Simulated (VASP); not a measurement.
# CdHg2Se3 in VASP: a series of runs

Runs on CdHg2Se3. Level: PBE. Tasks: single point.

All numbers are computed with VASP 6.6.1; they aren't measurements. Logs are shortened: lines on timing, memory, paths and dates and some standing lists are left out, and cuts for length are marked.

## (1) The cell of the first run

Symmetry: P6_3mc, No. 186, hexagonal system. Conventional cell: a = 4.413 Å, b = 4.413 Å, c = 21.624 Å, α = 90.00°, β = 90.00°, γ = 120.00°. Cd (site symmetry 3m) has 4 Se at 2.69 to 2.70 Å within 3.5 Å. Hg (site symmetry 3m) has 4 Se at 2.71 to 2.72 Å within 3.6 Å. Hg (site symmetry 3m) has 4 Se at 2.70 to 2.72 Å within 3.6 Å. Within 3.5 Å of Se (site symmetry 3m) lie 3 Cd at 2.69 Å and 1 Hg at 2.72 Å. Se (site symmetry 3m) has 4 Hg at 2.71 to 2.72 Å within 3.6 Å. Within 3.6 Å of Se (site symmetry 3m) lie 1 Cd at 2.70 Å and 3 Hg at 2.70 Å.

## (2) Single point, PBE

Contents of INCAR:

```
ALGO = Normal ; EDIFF = 1E-6
ENCUT = 520 ; GGA = PE
ISIF = 2 ; ISMEAR = 0
LASPH = T ; LCHARG = F
LREAL = F ; LWAVE = F
NBANDS = 66 ; NELM = 80
PREC = Accurate ; SIGMA = 0.2
```

Contents of KPOINTS:

```
k-points
0
Gamma
  6 6 1
```

Contents of POSCAR:

```
CdHg2Se3
1.0
    4.4131039075      0.0000000289      0.0000000000
   -2.2065519788      3.8218600790      0.0000000000
    0.0000000000      0.0000000000     21.6237830000
Cd Hg Se
2 4 6
Direct
    0.6666666667      0.3333333333      0.6661030000
    0.3333333333      0.6666666667      0.1661030000
    0.6666666667      0.3333333333      0.0005720000
    0.6666666667      0.3333333333      0.3327900000
    0.3333333333      0.6666666667      0.5005720000
    0.3333333333      0.6666666667      0.8327900000
    0.6666666667      0.3333333333      0.1262640000
    0.6666666667      0.3333333333      0.4583820000
    0.6666666667      0.3333333333      0.7908880000
    0.3333333333      0.6666666667      0.2908880000
    0.3333333333      0.6666666667      0.6262640000
    0.3333333333      0.6666666667      0.9583820000
```

Potentials or basis: VASP PAW PBE potentials, release 64 (Cd, Hg, Se).

Launch:

```bash
$ cat potpaw_PBE.64/Cd/POTCAR potpaw_PBE.64/Hg/POTCAR potpaw_PBE.64/Se/POTCAR > POTCAR
$ mpirun -np 1 vasp_std > vasp.out
```

OUTCAR:

```text
EDIFF = 1E-6
   ENCUT = 520
   GGA = PE
   ISIF = 2
   ISMEAR = 0
   LASPH = T
   LREAL = F
   NELM = 80
   PREC = Accurate

 ion  position               nearest neighbor table
   1  0.667  0.333  0.666-  11 2.69  11 2.69  11 2.69   9 2.70
   2  0.333  0.667  0.166-   7 2.69   7 2.69   7 2.69  10 2.70
   3  0.667  0.333  0.001-  12 2.71  12 2.71  12 2.71   7 2.72
   4  0.667  0.333  0.333-  10 2.70  10 2.70  10 2.70   8 2.72
   5  0.333  0.667  0.501-   8 2.71   8 2.71   8 2.71  11 2.72
   6  0.333  0.667  0.833-   9 2.70   9 2.70   9 2.70  12 2.72
   7  0.667  0.333  0.126-   2 2.69   2 2.69   2 2.69   3 2.72
   8  0.667  0.333  0.458-   5 2.71   5 2.71   5 2.71   4 2.72
   9  0.667  0.333  0.791-   1 2.70   6 2.70   6 2.70   6 2.70
  10  0.333  0.667  0.291-   2 2.70   4 2.70   4 2.70   4 2.70
  11  0.333  0.667  0.626-   1 2.69   1 2.69   1 2.69   5 2.72
  12  0.333  0.667  0.958-   3 2.71   3 2.71   3 2.71   6 2.72

  LATTYP: Found a hexagonal cell.
 ALAT       =     4.4131039075
 C/A-ratio  =     4.8999034360

  Lattice vectors:

 A1 = (   4.4131039075,   0.0000000289,   0.0000000000)
 A2 = (  -2.2065519788,   3.8218600790,   0.0000000000)
 A3 = (   0.0000000000,   0.0000000000,  21.6237830000)

Analysis of symmetry for initial positions (statically):
=====================================================================
 Subroutine PRICEL returns:
 Original cell was already a primitive cell.

 Routine SETGRP: Setting up the symmetry group for a
 hexagonal supercell.

 Subroutine GETGRP returns: Found 12 space group operations
 (whereof  6 operations were pure point group operations)
 out of a pool of 24 trial point group operations.

The static configuration has the point symmetry C_3v.
 The point group associated with its full space group is C_6v.

Analysis of symmetry for dynamics (positions and initial velocities):
=====================================================================
 Subroutine PRICEL returns:
 Original cell was already a primitive cell.

 Routine SETGRP: Setting up the symmetry group for a
 hexagonal supercell.

 Subroutine GETGRP returns: Found 12 space group operations
 (whereof  6 operations were pure point group operations)
 out of a pool of 24 trial point group operations.

The dynamic configuration has the point symmetry C_3v.
 The point group associated with its full space group is C_6v.

[... 110 lines left out ...]
   PSTRESS=    0.0 pullay stress
   NELECT =     108.0000    total number of electrons
   NUPDOWN=      -1.0000    fix difference up-down
   EMIN   =  10.00;   EMAX   =-10.00  energy-range for DOS
   EFERMI =   0.00;   METHOD = LEGACY
   ISMEAR =     0;   SIGMA  =   0.20  broadening in eV -4-tet -1-fermi 0-gaus
   EFERMI_NEDOS =   21; number of points for ismear=-14 and -15
   IALGO  =     38    algorithm
   IMIX   =      4    mixing-type and parameters
     AMIX     =   0.40;   BMIX     =  1.00
     AMIX_MAG =   1.60;   BMIX_MAG =  1.00
  volume/ion in A,a.u.               =      30.39       205.10
  Fermi-wavevector in a.u.,A,eV,Ry     =   1.091187  2.062045 16.200310  1.190689
  Thomas-Fermi vector in A             =   2.227427
   LORBIT       =      0    0 simple, 1 ext, 2 COOP (PROOUT), +10 PAW based schemes
   GGA     = PE    functional components
   LHFCALC =     F    Hartree Fock is set to
   AEXX    =    0.0000 exact exchange contribution
   IVDW    =     0    specifies the selected vdW correction
   LEPSILON=     F    determine dielectric tensor
   LRPA    =     F    only Hartree local field effects (RPA)
 non-spin polarized calculation
 Gauss-broadening in eV      SIGMA  =   0.20
  energy-cutoff  :      520.00
  volume of cell :      364.71
 maximum number of plane-waves:      9876
 NGX is ok and might be reduce to    36
   NGX = 17   NGY = 17   NGZ = 81

 number of electron     108.0000004 magnetization

 Free energy of the ion-electron system (eV)
  ---------------------------------------------------
  ext. energy  EPLUGINS =         0.00000000
  ---------------------------------------------------
  free energy    TOTEN  =       -27.26256590 eV

  energy without entropy =      -27.25024130  energy(sigma->0) =      -27.25640360

 E-fermi :   0.9281     XC(G=0):  -8.6324

 val. band max:        0.8468185090   @ k =   0.0000   0.0000   0.0000
 cond. band min:       1.7799728026   @ k =   0.0000   0.0000   0.0000
 fundamental gap:      0.9331542935
 Fermi energy:         0.9281284911

 k-point     1 :       0.0000    0.0000    0.0000
  band No.  band energies     occupation
      1     -11.9038      2.00000
      2     -11.8549      2.00000
      3     -11.7522      2.00000
      4     -11.6540      2.00000
      5     -11.5434      2.00000
      6     -11.4945      2.00000
[... 472 lines left out ...]
     65       6.5662      0.00000
     66       6.6761      0.00000

------------------------ aborting loop because EDIFF is reached ----------------------------------------

  FORCE on cell =-STRESS in cart. coord.  units (eV):
  Direction    XX          YY          ZZ          XY          YZ          ZX
  --------------------------------------------------------------------------------------
  -------------------------------------------------------------------------------------
  Total        0.5556158      0.5556158      0.5325547     -0.0000000      0.0000000      0.0000000
  in kB        2.4408135      2.4408135      2.3395060     -0.0000000      0.0000000      0.0000000
  external PRESSURE =       2.4070443 kB  Pullay stress =       0.0000000 kB

 VOLUME and BASIS-vectors are now :
 -----------------------------------------------------------------------------
  energy-cutoff  :      520.00
  volume of cell :      364.71
      direct lattice vectors                 reciprocal lattice vectors
     4.413103908  0.000000029  0.000000000     0.226597881  0.130826350  0.000000000
    -2.206551979  3.821860079  0.000000000    -0.000000002  0.261652697  0.000000000
     0.000000000  0.000000000 21.623783000     0.000000000  0.000000000  0.046245377

 POSITION                                       TOTAL-FORCE (eV/Angst)
 -----------------------------------------------------------------------------------
      2.20655      1.27395     14.40367        -0.000000      0.000000      0.000950
     -0.00000      2.54791      3.59178        -0.000000      0.000000      0.000950
      2.20655      1.27395      0.01237         0.000000     -0.000000      0.007281
      2.20655      1.27395      7.19618         0.000000     -0.000000      0.003964
     -0.00000      2.54791     10.82426        -0.000000      0.000000      0.007281
     -0.00000      2.54791     18.00807        -0.000000      0.000000      0.003964
      2.20655      1.27395      2.73031        -0.000000      0.000000     -0.003382
      2.20655      1.27395      9.91195         0.000000     -0.000000     -0.007196
      2.20655      1.27395     17.10199         0.000000     -0.000000     -0.001618
     -0.00000      2.54791      6.29010        -0.000000      0.000000     -0.001618
     -0.00000      2.54791     13.54220         0.000000     -0.000000     -0.003382
     -0.00000      2.54791     20.72384        -0.000000      0.000000     -0.007196
 -----------------------------------------------------------------------------------
    total drift:                               -0.000001      0.000000     -0.000391

  FREE ENERGIE OF THE ION-ELECTRON SYSTEM (eV)
  ---------------------------------------------------
  free  energy   TOTEN  =       -27.2625659005 eV

  energy  without entropy=      -27.2502412966  energy(sigma->0) =      -27.25640360
```

OSZICAR:

```text
N       E                     dE             d eps       ncg     rms          rms(c)
DAV:   1     0.777997730265E+03    0.77800E+03   -0.49379E+04   924   0.145E+03
DAV:   2     0.256277004541E+02   -0.75237E+03   -0.72943E+03  1036   0.347E+02
DAV:   3    -0.283714480981E+02   -0.53999E+02   -0.53438E+02  1070   0.880E+01
DAV:   4    -0.292590017366E+02   -0.88755E+00   -0.88490E+00  1032   0.105E+01
DAV:   5    -0.292708196296E+02   -0.11818E-01   -0.11810E-01  1086   0.111E+00    0.152E+01
DAV:   6    -0.272880511926E+02    0.19828E+01   -0.43770E+00  1100   0.139E+01    0.121E+01
DAV:   7    -0.273066521639E+02   -0.18601E-01   -0.24037E+00  1008   0.511E+00    0.392E+00
DAV:   8    -0.272620153985E+02    0.44637E-01   -0.40002E-01   984   0.382E+00    0.110E+00
DAV:   9    -0.272622436044E+02   -0.22821E-03   -0.45219E-02   980   0.141E+00    0.402E-01
DAV:  10    -0.272623768921E+02   -0.13329E-03   -0.31158E-03  1058   0.332E-01    0.925E-02
DAV:  11    -0.272625454117E+02   -0.16852E-03   -0.70179E-04   980   0.125E-01    0.398E-02
DAV:  12    -0.272625472074E+02   -0.17957E-05   -0.20641E-04  1068   0.916E-02    0.247E-02
DAV:  13    -0.272625604878E+02   -0.13280E-04   -0.29747E-05   956   0.248E-02    0.772E-03
DAV:  14    -0.272625651633E+02   -0.46756E-05   -0.79890E-06   864   0.106E-02    0.464E-03
DAV:  15    -0.272625659005E+02   -0.73717E-06   -0.91599E-07   712   0.340E-03
   1 F= -.27262566E+02 E0= -.27256404E+02  d E =-.123246E-01
```

It took 6.8 min on 1 thread of Intel Xeon 8259CL, shared host; peak memory 0.53 GiB.

What came out:

- Free energy: -27.2626 eV
- Pressure: 0.2 GPa
- Largest force: 0.007 eV/Å
- Band gap on the k mesh: zero (filled and empty bands touch)

Forces in eV/Å, atoms in the order of the input:
```
Cd   0.000  0.000  0.001
Cd   0.000  0.000  0.001
Hg   0.000  0.000  0.007
Hg   0.000  0.000  0.004
Hg   0.000  0.000  0.007
Hg   0.000  0.000  0.004
Se   0.000  0.000 -0.003
Se   0.000  0.000 -0.007
Se   0.000  0.000 -0.002
Se   0.000  0.000 -0.002
Se   0.000  0.000 -0.003
Se   0.000  0.000 -0.007
```

Levels at points of the mesh, in eV from the Fermi level:
```tsv
k point	band 52	band 53	band 54	band 55	band 56	band 57
(0.00, 0.00, 0.00)	-0.20	-0.16	-0.08	-0.08	0.85	0.95
(0.50, 0.00, 0.00)	-1.16	-1.11	-0.89	1.66	2.03	2.04
```

Caveat: semilocal functionals underestimate gaps, so a narrow gap can read as zero; spin-orbit coupling is left out, which moves the levels of the heavy elements.

[end of part 1 of 2]
